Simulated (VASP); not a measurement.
Ru:

```
Ru
1.0
     2.44628    0.00000    0.00000
     0.00000    2.44628    0.00000
     0.00000    0.00000    2.44628
Ru
1
Direct
  0.00000 0.00000 0.00000
```

This isn't the form of Ru at room conditions, which is hcp.

* Program: VASP 6.6.1
* Task: relaxation of cell and atoms
* Functional: r2SCAN
* Potentials or basis: VASP PAW PBE potentials, release 64 (Ru_sv)
* Cutoff: 620 eV
* k mesh: 13 × 13 × 13
* Occupations: fermi-dirac, width 0.1 eV
* Spin: no spin polarisation

At the start: pressure 15.3 GPa; volume 14.64 Å³/atom.

Q: How do energy, volume and symmetry change on relaxing?

A: Over 4 steps the energy falls by 37.7 meV/atom and the volume is 15.48 Å³/atom (+5.8 %); space group Pm-3m (No. 221, to 0.1 Å) before and after.

Step by step:
| step | energy change (eV) | largest force (eV/Å) | pressure (GPa) | volume (Å³) |
| --- | --- | --- | --- | --- |
| 1 | 0.0000 | 0.0000 | 15.25 | 14.64 |
| 2 | 0.1614 | 0.0000 | -24.07 | 17.79 |
| 3 | -0.0376 | 0.0000 | -0.70 | 15.52 |
| 4 | -0.0377 | 0.0000 | -0.06 | 15.48 |

Final structure:
```
Ru
1.0
     2.49231    0.00000    0.00000
     0.00000    2.49231    0.00000
     0.00000    0.00000    2.49231
Ru
1
Direct
  0.00000 0.00000 0.00000
```

Caveat: the PAW data sets were made with another functional, which shifts forces and pressure a little.
